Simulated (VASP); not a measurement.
A run of VASP 6.6.1:

INCAR

```
SYSTEM = Mg
PREC = Accurate
ENCUT = 600
EDIFF = 1E-6
ISMEAR = 0
SIGMA = 0.1
LREAL = .False.
LASPH = .True.
NELM = 120
ALGO = Normal
ISIF = 2
LWAVE = .False.
LCHARG = .False.
NBANDS = 7
GGA_COMPAT = .False.
```

KPOINTS

```
Automatic mesh
0
Gamma
  8 8 8
  0 0 0
```

Contents of POSCAR:

```
Mg
1.0
   -1.7727644967      1.7727644967      1.7727644967
    1.7727644967     -1.7727644967      1.7727644967
    1.7727644967      1.7727644967     -1.7727644967
Mg
1
Direct
    0.0000000000      0.0000000000      0.0000000000
```

Potentials or basis: VASP PAW LDA potentials, release 64 (Mg).

Command:

```sh
$ cat potpaw_LDA.64/Mg/POTCAR > POTCAR
$ mpirun -np 1 vasp_std > vasp.out
```

Hardware: 1 thread of Intel Xeon 8259CL, on a shared host.

Problem. How long does it take, and how much memory?

Solution. Run time: 12 s on 1 thread of Intel Xeon 8259CL, on a shared host, peak memory 0.14 GiB. Counts: scf iterations 9, k points 29.
